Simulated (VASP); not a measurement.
A run of VASP 6.6.1 is set up as follows.

The input INCAR:

```
PREC     = Accurate       # precision mode
ENCUT    = 520            # plane-wave cutoff, eV
EDIFF    = 1E-6           # SCF threshold, eV
ISMEAR   = 0              # smearing method
SIGMA    = 0.1            # smearing width, eV
LREAL    = False          # projectors in reciprocal space
LASPH    = True           # aspherical terms in the spheres
NELM     = 100            # most SCF steps
ALGO     = Fast           # electronic algorithm
ISIF     = 2              # what is computed and relaxed
LWAVE    = False          # write WAVECAR
LCHARG   = True           # write CHGCAR
GGA      = PE             # functional
LELF     = True           # ELF
LVHAR    = True         
NBANDS   = 55             # bands
```

Contents of KPOINTS:

```
Automatic mesh
0
Gamma
  12 12 4
```

POSCAR

```
Zn7O
1.0
    4.5539877962      0.0000000000      0.0000000000
   -2.2769938981      3.9438691200      0.0000000000
    0.0000000000      0.0000000000      7.4912498970
Zn O
7 1
Direct
    0.6584087161      0.0000000000      0.2096094741
    0.0000000000      0.6584087161      0.2096094741
    0.3415912839      0.3415912839      0.2096094741
    0.6584087161      0.0000000000      0.7903905259
    0.0000000000      0.6584087161      0.7903905259
    0.3415912839      0.3415912839      0.7903905259
    0.0000000000      0.0000000000      0.5000000000
    0.0000000000      0.0000000000      0.0000000000
```

Potentials or basis: VASP PAW PBE potentials, release 64 (Zn, O).

Run with:

```bash
$ cat potpaw_PBE.64/Zn/POTCAR potpaw_PBE.64/O/POTCAR > POTCAR
$ mpirun -np 1 vasp_std > vasp.out
```

Q: What does it give for the band gap on the k mesh?

A: Zero (bands 45 and 46 overlap by 2.41 eV).

Q: What does it give for the pressure?

A: 0.4 GPa.

Q: Predict the largest force.

A: 0.015 eV/Å.

Stress tensor (GPa, compression positive):
```
0.40 0.00 0.00
0.00 0.40 0.00
0.00 0.00 0.28
```
